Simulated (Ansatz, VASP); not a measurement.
# BaCuS in VASP and in Ansatz

```
Cu Ba S
1.0
     4.63014    0.00000    0.00000
     0.00000    4.63014    0.00000
     0.00000    0.00000    8.09650
Cu Ba S
2 2 2
Direct
  0.00000 0.00000 0.00000
  0.50000 0.50000 0.00000
  0.00000 0.50000 0.16800
  0.50000 0.00000 0.83200
  0.00000 0.50000 0.68800
  0.50000 0.00000 0.31200
```

Alike in both runs: task single point; functional r2SCAN; k mesh 5 × 5 × 3; collinear spin; Hubbard terms Cu d U = 1.62 eV.

|  | VASP | Ansatz |
| --- | --- | --- |
| version | VASP 6.6.1 | Ansatz 0.2.0 |
| potentials or method | VASP PAW PBE potentials, release 64 (Cu, Ba_sv, S), cutoff 520 eV | PAW plane waves |
| occupations | fermi-dirac, width 0.1 eV | fermi-dirac |
| valence electrons in the cell | 54 | 70 |

|  | VASP | Ansatz | Ansatz less VASP |
| --- | --- | --- | --- |
| pressure (GPa) | 4.4 | 3.6 | -0.87 |
| traceless stress, the component that is largest in VASP (GPa) | -5.53 | -5.34 | +0.192 |
| rms of the force components (eV/Å) | 1.702 | 1.625 | -0.0771 |

VASP's potentials were made for PBE, not for r2SCAN. The programs project onto different local orbitals, so the same U acts differently, and such runs can settle in different states. Atom by atom the forces differ by 0.087 eV/Å (rms over components). VASP's potentials hold 54 valence electrons a cell and Ansatz's 70, so a difference there can come from the potentials and not from the codes. Ansatz's warnings: filled band counts differ across k points, no starting moments.

Neither program's run includes spin-orbit coupling.
